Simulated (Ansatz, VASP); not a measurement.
**Two plane-wave programs on NaH**

```
Na H
1.0
     1.47395    0.85099    7.56886
    -1.47395    0.85099    7.56886
     0.00000   -1.70197    7.56886
Na H
3 3
Direct
  0.50000 0.50000 0.50000
  0.61871 0.61871 0.61871
  0.38129 0.38129 0.38129
  0.00000 0.00000 0.00000
  0.77664 0.77664 0.77664
  0.22336 0.22336 0.22336
```

Alike in both runs: task single point; functional PBE; k mesh 6 × 6 × 6; occupations gaussian, width 0.1 eV; no spin polarisation.

```csv
,VASP,Ansatz
version,VASP 6.6.1,Ansatz 0.2.0
potentials or method,"VASP PAW PBE potentials, release 64 (Na_pv, H), cutoff 520 eV","scalar-relativistic, plane waves, PAW"
valence electrons in the cell,24,30
```

VASP gave:

```
gap on the k mesh at the Fermi level (eV)                     : 4.08
least direct gap on the mesh (eV)                             : 4.79
pressure (GPa)                                                : 20.2
traceless stress, the component that is largest in VASP (GPa) : -0.42
rms of the force components (eV/Å)                            : 0.438
```

Task: What did Ansatz give for the same quantities?

Result: gap on the k mesh at the Fermi level (eV): 4.09; least direct gap on the mesh (eV): 4.79; pressure (GPa): 20.2; traceless stress, the component that is largest in VASP (GPa): -0.43; rms of the force components (eV/Å): 0.434.

Atom by atom the forces differ by 0.003 eV/Å (rms over components). VASP's potentials hold 24 valence electrons a cell and Ansatz's 30, so a difference there can come from the potentials and not from the codes.
